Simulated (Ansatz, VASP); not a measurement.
## W: VASP beside Ansatz

```
W
1.0
     2.19436   -4.93762    0.00000
     2.19436    4.93762    0.00000
     0.00000    0.00000    3.04376
W
4
Direct
  0.63332 0.36668 0.50000
  0.13332 0.86668 0.00000
  0.36668 0.63332 0.50000
  0.86668 0.13332 0.00000
```

Alike in both runs: functional PBEsol; k mesh 12 × 12 × 12; occupations gaussian, width 0.1 eV; no spin polarisation.

Ansatz relaxed the structure, and its values are those at the end. VASP's run is a single point on that final structure, the one shown.

```csv
,VASP,Ansatz
version,VASP 6.6.1,Ansatz 0.2.0
potentials or method,"VASP PAW PBE potentials, release 64 (W_sv), cutoff 520 eV","scalar-relativistic, plane waves, PAW"
valence electrons in the cell,56,56
```

|  | VASP | Ansatz | Ansatz less VASP |
| --- | --- | --- | --- |
| gap on the k mesh at the Fermi level (eV) | none | none | - |
| pressure (GPa) | 0.7 | 0.0 | -0.74 |

VASP's potentials were made for PBE, not for PBEsol. A gap of «none» marks a metal or a gap that the smearing closes. The functional is the same, so the differences come from potentials, cutoffs and numerics.

Neither program's run includes spin-orbit coupling.
